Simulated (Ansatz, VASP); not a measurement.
One calculation of PtPb, two programs

```
CELL_PARAMETERS angstrom
4.25000 0.00000 0.00000
-2.12500 3.68061 0.00000
0.00000 0.00000 5.45600
ATOMIC_POSITIONS crystal
Pt 0.33333 0.66667 0.25000
Pt 0.66667 0.33333 0.75000
Pb 0.00000 0.00000 0.00000
Pb 0.00000 0.00000 0.50000
```

Alike in both runs: task single point; functional LDA; k mesh 10 × 10 × 7; occupations fermi-dirac, width 0.05 eV; no spin polarisation.

```csv
,VASP,Ansatz
version,VASP 6.6.1,Ansatz 0.2.0
potentials or method,"VASP PAW LDA potentials, release 64 (Pt, Pb_d), cutoff 520 eV","all-electron LAPW, scalar-relativistic"
```

```tsv
	VASP	Ansatz	Ansatz less VASP
pressure (GPa)	6.9	6.5	-0.33
traceless stress, the component that is largest in VASP (GPa)	17.57	17.59	+0.028
```

LDA's correlation is that of Perdew and Zunger in VASP and of Perdew and Wang (1992) in Ansatz. Ansatz ran all-electron here, and VASP with PAW potentials.

Neither program's run includes spin-orbit coupling.
